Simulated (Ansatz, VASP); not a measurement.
One calculation of MgO, two programs

```
CELL_PARAMETERS angstrom
0.00000 2.13325 2.13325
2.13325 0.00000 2.13325
2.13325 2.13325 0.00000
ATOMIC_POSITIONS crystal
Mg 0.00000 0.00000 0.00000
O 0.50000 0.50000 0.50000
```

Alike in both runs: task single point; functional r2SCAN; k mesh 9 × 9 × 9; occupations fermi-dirac, width 0.02 eV; no spin polarisation.

|  | VASP | Ansatz |
| --- | --- | --- |
| version | VASP 6.6.1 | Ansatz 0.2.0 |
| potentials or method | VASP PAW PBE potentials, release 64 (Mg_sv, O), cutoff 750 eV | PAW, plane waves, scalar-relativistic |
| valence electrons in the cell | 16 | 16 |

```csv
,VASP,Ansatz,Ansatz less VASP
pressure (GPa),-6.7,-6.7,-0.04
```

VASP's potentials were made for PBE, not for r2SCAN.
